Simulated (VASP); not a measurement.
# Al3Ru (Pm-3n) in VASP: further runs

The runs below take Al3Ru through single point, with PBE.

Everything below comes from runs of VASP 6.6.1. Logs are shortened: lines on timing, memory, paths and dates and some standing lists are left out, and cuts for length are marked.

### 1 The cell of the first run

The structure is cubic, space group Pm-3n (No. 223). The conventional cell has a = 4.908 Å, b = 4.908 Å, c = 4.908 Å, α = 90.00°, β = 90.00°, γ = 90.00°. Al (site symmetry -4m2) has 10 Al at 2.45 to 3.01 Å and 4 Ru at 2.74 Å within 3.2 Å. Within 3.6 Å of Ru (site symmetry m-3) lie 12 Al at 2.74 Å.

The cell was generated, and may not be a known phase.

### 2 Single point, PBE

INCAR reads:

```
SYSTEM = Al3Ru
ALGO = Fast ; EDIFF = 1E-6
ENCUT = 520 ; GGA = PE
ISIF = 2 ; ISMEAR = 0
LASPH = .TRUE. ; LCHARG = .FALSE.
LREAL = .FALSE. ; LWAVE = .FALSE.
NBANDS = 33 ; NELM = 100
PREC = Accurate ; SIGMA = 0.1
```

KPOINTS reads:

```
k-points
0
G
  4 4 4
  0 0 0
```

POSCAR reads:

```
Al3Ru
1.0
    4.9082834929      0.0000000000      0.0000000000
    0.0000000000      4.9082834929      0.0000000000
    0.0000000000      0.0000000000      4.9082834929
Al Ru
6 2
Direct
    0.5000000000      0.2500000000      0.0000000000
    0.5000000000      0.7500000000      0.0000000000
    0.2500000000      0.0000000000      0.5000000000
    0.7500000000      0.0000000000      0.5000000000
    0.0000000000      0.5000000000      0.2500000000
    0.0000000000      0.5000000000      0.7500000000
    0.5000000000      0.5000000000      0.5000000000
    0.0000000000      0.0000000000      0.0000000000
```

Potentials or basis: VASP PAW PBE potentials, release 64 (Al, Ru_pv).

Command:

```bash
> cat potpaw_PBE.64/Al/POTCAR potpaw_PBE.64/Ru_pv/POTCAR > POTCAR
> mpirun -np 1 vasp_std > vasp.out
```

OUTCAR:

```text
SYSTEM = Al3Ru
   EDIFF = 1E-6
   ENCUT = 520
   GGA = PE
   ISIF = 2
   ISMEAR = 0
   LASPH = .TRUE.
   LREAL = .FALSE.
   NELM = 100
   PREC = Accurate

 ion  position               nearest neighbor table
   1  0.500  0.250  0.000-   2 2.45   2 2.45   8 2.74   7 2.74   7 2.74   8 2.74   4 3.01   3 3.01
                             4 3.01   5 3.01   6 3.01   5 3.01   6 3.01   3 3.01
   2  0.500  0.750  0.000-   1 2.45   1 2.45   8 2.74   7 2.74   7 2.74   8 2.74   4 3.01   3 3.01
                             4 3.01   5 3.01   6 3.01   5 3.01   6 3.01   3 3.01
   3  0.250  0.000  0.500-   4 2.45   4 2.45   8 2.74   8 2.74   7 2.74   7 2.74   1 3.01   1 3.01
                             2 3.01   5 3.01   5 3.01   6 3.01   6 3.01   2 3.01
   4  0.750  0.000  0.500-   3 2.45   3 2.45   8 2.74   8 2.74   7 2.74   7 2.74   1 3.01   1 3.01
                             2 3.01   5 3.01   5 3.01   6 3.01   6 3.01   2 3.01
   5  0.000  0.500  0.250-   6 2.45   6 2.45   8 2.74   7 2.74   8 2.74   7 2.74   3 3.01   4 3.01
                             3 3.01   4 3.01   1 3.01   1 3.01   2 3.01   2 3.01
   6  0.000  0.500  0.750-   5 2.45   5 2.45   8 2.74   7 2.74   8 2.74   7 2.74   3 3.01   4 3.01
                             3 3.01   4 3.01   1 3.01   1 3.01   2 3.01   2 3.01
   7  0.500  0.500  0.500-   1 2.74   2 2.74   3 2.74   4 2.74   5 2.74   6 2.74   1 2.74   2 2.74
                             3 2.74   4 2.74   5 2.74   6 2.74
   8  0.000  0.000  0.000-   1 2.74   2 2.74   3 2.74   4 2.74   5 2.74   6 2.74   3 2.74   4 2.74
                             5 2.74   6 2.74   1 2.74   2 2.74

  LATTYP: Found a simple cubic cell.
 ALAT       =     4.9082834929

  Lattice vectors:

 A1 = (   4.9082834929,   0.0000000000,   0.0000000000)
 A2 = (   0.0000000000,   4.9082834929,   0.0000000000)
 A3 = (   0.0000000000,   0.0000000000,   4.9082834929)

Analysis of symmetry for initial positions (statically):
=====================================================================
 Subroutine PRICEL returns:
 Original cell was already a primitive cell.

 Routine SETGRP: Setting up the symmetry group for a
 simple cubic supercell.

 Subroutine GETGRP returns: Found 48 space group operations
 (whereof 24 operations were pure point group operations)
 out of a pool of 48 trial point group operations.

The static configuration has the point symmetry T_h .
 The point group associated with its full space group is O_h .

Analysis of symmetry for dynamics (positions and initial velocities):
=====================================================================
 Subroutine PRICEL returns:
 Original cell was already a primitive cell.

 Routine SETGRP: Setting up the symmetry group for a
 simple cubic supercell.

 Subroutine GETGRP returns: Found 48 space group operations
 (whereof 24 operations were pure point group operations)
 out of a pool of 48 trial point group operations.

The dynamic configuration has the point symmetry T_h .
 The point group associated with its full space group is O_h .

 Subroutine INISYM returns: Found 48 space group operations
 (whereof 24 operations are pure point group operations),
 and found     1 'primitive' translations

----------------------------------------------------------------------------------------

                                     Primitive cell

  volume of cell :     118.2467

  direct lattice vectors                    reciprocal lattice vectors
     4.908283493  0.000000000  0.000000000     0.203737213  0.000000000  0.000000000
     0.000000000  4.908283493  0.000000000     0.000000000  0.203737213  0.000000000
     0.000000000  0.000000000  4.908283493     0.000000000  0.000000000  0.203737213

  length of vectors
     4.908283493  4.908283493  4.908283493     0.203737213  0.203737213  0.203737213

  position of ions in fractional coordinates (direct lattice)
     0.500000000  0.250000000  0.000000000
     0.500000000  0.750000000  0.000000000
     0.250000000  0.000000000  0.500000000
     0.750000000  0.000000000  0.500000000
     0.000000000  0.500000000  0.250000000
     0.000000000  0.500000000  0.750000000
     0.500000000  0.500000000  0.500000000
     0.000000000  0.000000000  0.000000000

  ion indices of the primitive-cell ions
   primitive index   ion index
                 1           1
                 2           2
                 3           3
                 4           4
                 5           5
                 6           6
                 7           7
                 8           8

----------------------------------------------------------------------------------------

 KPOINTS: k-points

Automatic generation of k-mesh.
 Grid dimensions read from file:
 generate k-points for:    4    4    4

 Generating k-lattice:

  Cartesian coordinates                     Fractional coordinates (reciprocal lattice)
     0.050934303  0.000000000  0.000000000     0.250000000  0.000000000  0.000000000
     0.000000000  0.050934303  0.000000000     0.000000000  0.250000000  0.000000000
     0.000000000  0.000000000  0.050934303     0.000000000  0.000000000  0.250000000

  Length of vectors
     0.050934303  0.050934303  0.050934303

  Shift w.r.t. Gamma in fractional coordinates (k-lattice)
     0.000000000  0.000000000  0.000000000

 Subroutine IBZKPT returns following result:
 ===========================================

 Found     10 irreducible k-points:

 Following reciprocal coordinates:
            Coordinates               Weight
  0.000000  0.000000  0.000000      1.000000
  0.250000  0.000000  0.000000      6.000000
  0.500000  0.000000  0.000000      3.000000
  0.250000  0.250000  0.000000     12.000000
  0.500000  0.250000  0.000000     12.000000
  0.500000  0.500000  0.000000      3.000000
  0.250000  0.250000  0.250000      8.000000
  0.500000  0.250000  0.250000     12.000000
  0.500000  0.500000  0.250000      6.000000
  0.500000  0.500000  0.500000      1.000000
   k-points           NKPTS =     10   k-points in BZ     NKDIM =     10   number of bands    NBANDS=     33
   number of dos      NEDOS =    301   number of ions     NIONS =      8
   total plane-waves  NPLWV =  64000
   dimension x,y,z NGX =    40 NGY =   40 NGZ =   40
   dimension x,y,z NGXF=    80 NGYF=   80 NGZF=   80
   ions per type =               6   2
   NGX,Y,Z   is equivalent  to a cutoff of  13.55, 13.55, 13.55 a.u.
   NGXF,Y,Z  is equivalent  to a cutoff of  27.10, 27.10, 27.10 a.u.
 SYSTEM =  Al3Ru
   PREC   = accura    normal or accurate (medium, high low for compatibility)
   ISTART =      0    job   : 0-new  1-cont  2-samecut
   ICHARG =      2    charge: 1-file 2-atom 10-const
   ISPIN  =      1    spin polarized calculation?
   LNONCOLLINEAR =      F non collinear calculations
   LSORBIT =      F    spin-orbit coupling
   LASPH  =      T    aspherical Exc in radial PAW
   ENCUT  =  520.0 eV  38.22 Ry    6.18 a.u.   9.13  9.13  9.13*2*pi/ulx,y,z
   NELM   =    100;   NELMIN=  2; NELMDL= -5     # of ELM steps
   EDIFF  = 0.1E-05   stopping-criterion for ELM
   LREAL  =      F    real-space projection
   EDIFFG = 0.1E-04   stopping-criterion for IOM
   NSW    =      0    number of steps for IOM
   IBRION =     -1    ionic relax: 0-MD 1-quasi-New 2-CG
   NFREE  =      0    steps in history (QN), initial steepest desc. (CG)
   ISIF   =      2    stress and relaxation
   ISYM   =      2    0-nonsym 1-usesym 2-fastsym
   POTIM  = 0.5000    time-step for ionic-motion
   TEBEG  =    0.0;   TEEND  =   0.0 temperature during run
   PSTRESS=    0.0 pullay stress
   NELECT =      46.0000    total number of electrons
   NUPDOWN=      -1.0000    fix difference up-down
   EMIN   =  10.00;   EMAX   =-10.00  energy-range for DOS
   EFERMI =   0.00;   METHOD = LEGACY
   ISMEAR =     0;   SIGMA  =   0.10  broadening in eV -4-tet -1-fermi 0-gaus
   EFERMI_NEDOS =   21; number of points for ismear=-14 and -15
   IALGO  =     68    algorithm
   IMIX   =      4    mixing-type and parameters
     AMIX     =   0.40;   BMIX     =  1.00
     AMIX_MAG =   1.60;   BMIX_MAG =  1.00
  volume/ion in A,a.u.               =      14.78        99.75
  Fermi-wavevector in a.u.,A,eV,Ry     =   1.195082  2.258378 19.432135  1.428222
  Thomas-Fermi vector in A             =   2.331056
   LORBIT       =      0    0 simple, 1 ext, 2 COOP (PROOUT), +10 PAW based schemes
   GGA     = PE    functional components
   LHFCALC =     F    Hartree Fock is set to
   AEXX    =    0.0000 exact exchange contribution
   IVDW    =     0    specifies the selected vdW correction
   LEPSILON=     F    determine dielectric tensor
   LRPA    =     F    only Hartree local field effects (RPA)
 non-spin polarized calculation
 RMM-DIIS sequential band-by-band and
 Gauss-broadening in eV      SIGMA  =   0.10
  energy-cutoff  :      520.00
  volume of cell :      118.25
 maximum number of plane-waves:      3218
 NGX is ok and might be reduce to    40
   NGX = 19   NGY = 19   NGZ = 19

 number of electron      46.0000000 magnetization

 Free energy of the ion-electron system (eV)
  ---------------------------------------------------
  ext. energy  EPLUGINS =         0.00000000
  ---------------------------------------------------
  free energy    TOTEN  =       -44.24404054 eV

  energy without entropy =      -44.20259781  energy(sigma->0) =      -44.22331918

 E-fermi :   8.9473     XC(G=0): -11.3138

 val. band max:        8.9121389486   @ k =   0.2500   0.2500   0.2500
 cond. band min:       8.9509270953   @ k =   0.2500   0.0000   0.0000
 fundamental gap:      0.0387881467
 Fermi energy:         8.9472946785

 k-point     1 :       0.0000    0.0000    0.0000
  band No.  band energies     occupation
      1     -32.7895      2.00000
      2     -32.7895      2.00000
      3     -32.7895      2.00000
      4     -32.7858      2.00000
      5     -32.7858      2.00000
      6     -32.7858      2.00000
[... 25 lines left out ...]
     32      14.8394      0.00000
     33      14.8397      0.00000

 k-point     2 :       0.2500    0.0000    0.0000
  band No.  band energies     occupation
      1     -32.7893      2.00000
      2     -32.7889      2.00000
      3     -32.7889      2.00000
      4     -32.7866      2.00000
      5     -32.7863      2.00000
      6     -32.7863      2.00000
[... 25 lines left out ...]
     32      14.8503      0.00000
     33      15.4320      0.00000

 k-point     3 :       0.5000    0.0000    0.0000
  band No.  band energies     occupation
      1     -32.7882      2.00000
      2     -32.7882      2.00000
      3     -32.7876      2.00000
      4     -32.7876      2.00000
      5     -32.7875      2.00000
      6     -32.7875      2.00000
[... 25 lines left out ...]
     32      14.1999      0.00000
     33      14.2383      0.00000

 k-point     4 :       0.2500    0.2500    0.0000
  band No.  band energies     occupation
      1     -32.7901      2.00000
      2     -32.7885      2.00000
      3     -32.7882      2.00000
      4     -32.7876      2.00000
      5     -32.7866      2.00000
      6     -32.7857      2.00000
[... 25 lines left out ...]
     32      13.9917      0.00000
     33      15.3732      0.00000

 k-point     5 :       0.5000    0.2500    0.0000
  band No.  band energies     occupation
      1     -32.7898      2.00000
      2     -32.7897      2.00000
      3     -32.7876      2.00000
      4     -32.7875      2.00000
      5     -32.7863      2.00000
      6     -32.7863      2.00000
[... 25 lines left out ...]
     32      14.2060      0.00000
     33      15.9585      0.00000

 k-point     6 :       0.5000    0.5000    0.0000
  band No.  band energies     occupation
      1     -32.7906      2.00000
      2     -32.7906      2.00000
      3     -32.7875      2.00000
      4     -32.7875      2.00000
      5     -32.7857      2.00000
      6     -32.7856      2.00000
[... 25 lines left out ...]
     32      15.2210      0.00000
     33      15.6090      0.00000

 k-point     7 :       0.2500    0.2500    0.2500
  band No.  band energies     occupation
      1     -32.7894      2.00000
      2     -32.7894      2.00000
      3     -32.7889      2.00000
      4     -32.7868      2.00000
      5     -32.7863      2.00000
      6     -32.7863      2.00000
[... 25 lines left out ...]
     32      13.7346      0.00000
     33      14.2068      0.00000

 k-point     8 :       0.5000    0.2500    0.2500
  band No.  band energies     occupation
      1     -32.7897      2.00000
      2     -32.7897      2.00000
      3     -32.7878      2.00000
      4     -32.7878      2.00000
      5     -32.7862      2.00000
      6     -32.7862      2.00000
[... 25 lines left out ...]
     32      14.5582      0.00000
     33      14.8960      0.00000

 k-point     9 :       0.5000    0.5000    0.2500
  band No.  band energies     occupation
      1     -32.7899      2.00000
      2     -32.7898      2.00000
      3     -32.7878      2.00000
      4     -32.7878      2.00000
      5     -32.7864      2.00000
      6     -32.7864      2.00000
[... 25 lines left out ...]
     32      15.2645      0.00000
     33      15.2650      0.00000

 k-point    10 :       0.5000    0.5000    0.5000
  band No.  band energies     occupation
      1     -32.7881      2.00000
      2     -32.7881      2.00000
      3     -32.7881      2.00000
      4     -32.7881      2.00000
      5     -32.7881      2.00000
      6     -32.7881      2.00000
[... 25 lines left out ...]
     32      14.9611      0.00000
     33      14.9611      0.00000

------------------------ aborting loop because EDIFF is reached ----------------------------------------

  FORCE on cell =-STRESS in cart. coord.  units (eV):
  Direction    XX          YY          ZZ          XY          YZ          ZX
  --------------------------------------------------------------------------------------
  -------------------------------------------------------------------------------------
  Total       -0.1196688     -0.1196688     -0.1196688     -0.0000000      0.0000000      0.0000000
  in kB       -1.6214459     -1.6214459     -1.6214459     -0.0000000      0.0000000      0.0000000
  external PRESSURE =      -1.6214459 kB  Pullay stress =       0.0000000 kB

 VOLUME and BASIS-vectors are now :
 -----------------------------------------------------------------------------
  energy-cutoff  :      520.00
  volume of cell :      118.25
      direct lattice vectors                 reciprocal lattice vectors
     4.908283493  0.000000000  0.000000000     0.203737213  0.000000000  0.000000000
     0.000000000  4.908283493  0.000000000     0.000000000  0.203737213  0.000000000
     0.000000000  0.000000000  4.908283493     0.000000000  0.000000000  0.203737213

 POSITION                                       TOTAL-FORCE (eV/Angst)
 -----------------------------------------------------------------------------------
      2.45414      1.22707      0.00000        -0.000000     -0.000000     -0.000000
      2.45414      3.68121      0.00000         0.000000      0.000000      0.000000
      1.22707      0.00000      2.45414         0.000000     -0.000000     -0.000000
      3.68121      0.00000      2.45414        -0.000000      0.000000     -0.000000
      0.00000      2.45414      1.22707         0.000000      0.000000      0.000000
      0.00000      2.45414      3.68121        -0.000000      0.000000     -0.000000
      2.45414      2.45414      2.45414         0.000000     -0.000000      0.000000
      0.00000      0.00000      0.00000         0.000000     -0.000000      0.000000
 -----------------------------------------------------------------------------------
    total drift:                               -0.000000      0.000000     -0.000000

  FREE ENERGIE OF THE ION-ELECTRON SYSTEM (eV)
  ---------------------------------------------------
  free  energy   TOTEN  =       -44.2440405447 eV

  energy  without entropy=      -44.2025978104  energy(sigma->0) =      -44.22331918
```

It took 52 s on 1 thread of Intel Xeon 8259CL, shared host; peak memory 0.24 GiB.

What came out:

```
Free energy            : -44.2440 eV
Pressure               : -0.2 GPa
Band gap on the k mesh : zero (bands 23 and 24 overlap by 2.26 eV)
```

### 3 Single point, PBE

This run uses another cell than the first one, of 17.75 Å³/atom.

INCAR reads:

```
PREC = Accurate ; ENCUT = 520
EDIFF = 1E-6 ; ISMEAR = 0
SIGMA = 0.1 ; LREAL = F
LASPH = T ; NELM = 80
ALGO = Normal ; ISIF = 2
LWAVE = F ; LCHARG = T
GGA = PE ; LELF = T
LVHAR = T ; NBANDS = 33
```

KPOINTS reads:

```
Automatic mesh
0
Gamma
  4 4 4
```

Changes to POSCAR since step 2:

```diff
@@ -2,5 +2,5 @@
 1.0
-    4.9082834929      0.0000000000      0.0000000000
-    0.0000000000      4.9082834929      0.0000000000
-    0.0000000000      0.0000000000      4.9082834929
+    5.2171375300      0.0000000000      0.0000000000
+    0.0000000000      5.2171375300      0.0000000000
+    0.0000000000      0.0000000000      5.2171375300
 Al Ru
```

Potentials or basis: VASP PAW PBE potentials, release 64 (Al, Ru_pv).

Command:

```bash
> cat potpaw_PBE.64/Al/POTCAR potpaw_PBE.64/Ru_pv/POTCAR > POTCAR
> mpirun -np 1 vasp_std > vasp.out
```

It took 50 s on 1 thread of Intel Xeon 8259CL, shared host; peak memory 0.24 GiB.

Results (log left out):

```
Free energy            : -42.7173 eV
Pressure               : -17.4 GPa
Band gap on the k mesh : zero (bands 23 and 24 overlap by 1.70 eV)
```

Levels at points of the mesh, in eV from the Fermi level:
```
           k point  band 19  band 20  band 21  band 22  band 23  band 24  band 25  band 26  band 27  band 28
(0.00, 0.00, 0.00)    -0.82    -0.82    -0.82     1.13     1.13     1.31     1.31     1.31     2.24     2.24
(0.50, 0.00, 0.00)    -1.28    -1.28     0.27     0.27     0.33     0.33     1.06     1.06     3.37     3.37
(0.50, 0.50, 0.00)    -0.77    -0.77    -0.66    -0.65    -0.48    -0.48     2.12     2.12     2.31     2.91
(0.50, 0.50, 0.50)    -0.57    -0.57    -0.57    -0.57    -0.57    -0.57     4.94     4.94     4.94     4.94
```

Caveat: the cell stands under tension.

The gap in the log of VASP goes by the Fermi energy; the results here count the filled bands.